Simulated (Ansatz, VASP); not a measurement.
One calculation of Sb, two programs

The input INCAR:

```
PREC = Accurate
ENCUT = 500
EDIFF = 1E-6
ISMEAR = 0
SIGMA = 0.1
LREAL = F
LASPH = T
NELM = 120
ALGO = Normal
ISIF = 2
LWAVE = F
LCHARG = F
GGA = PE
NBANDS = 8
GGA_COMPAT = F
```

File KPOINTS:

```
regular mesh
0
Gamma
  6 6 6
```

POSCAR

```
Sb
1.0
    2.1890282297     -2.2118352615      0.0000000000
    2.1890282297      2.2118352615      0.0000000000
    0.0000000000      0.0000000000      3.1018362741
Sb
1
Direct
    0.5000000000      0.5000000000      0.5000000000
```

Input for Ansatz:

```yaml
crystal:
  lattice:
    - [2.1890282297, -2.2118352615, 0.0]
    - [2.1890282297, 2.2118352615, 0.0]
    - [0.0, 0.0, 3.1018362741]
  atoms:
    - { symbol: Sb, position: [0.5, 0.5, 0.5] }
basis:
  ecutwfc: 420
kpoints:
  mp_grid: { grid: [6, 6, 6] }
hamiltonian:
  xc: pbe
scf:
  occupations: { method: gaussian, width: 0.1 }
  lower_state_search: "off"
output:
  forces: true
  stress: true
  eigenvalues: true
```

Change from the starting cell: the structure that the rattled cell fell into.

Alike in both runs: task single point; functional PBE; k mesh 6 × 6 × 6; occupations gaussian, width 0.1 eV; no spin polarisation.

```csv
,VASP,Ansatz
version,VASP 6.6.1,Ansatz 0.2.0
potentials or method,"VASP PAW PBE potentials, release 64 (Sb), cutoff 500 eV","scalar-relativistic, plane waves, PAW"
valence electrons in the cell,5,15
```

```tsv
	VASP	Ansatz	Ansatz less VASP
gap on the k mesh at the Fermi level (eV)	none	none	-
pressure (GPa)	0.7	0.7	+0.04
traceless stress, the component that is largest in VASP (GPa)	-0.16	-0.16	-0.002
```

A gap of «none» marks a metal or a gap that the smearing closes. The functional is the same, so the differences come from potentials, cutoffs and numerics. VASP's potentials hold 5 valence electrons a cell and Ansatz's 15, so a difference there can come from the potentials and not from the codes.

Spin-orbit coupling is off throughout.
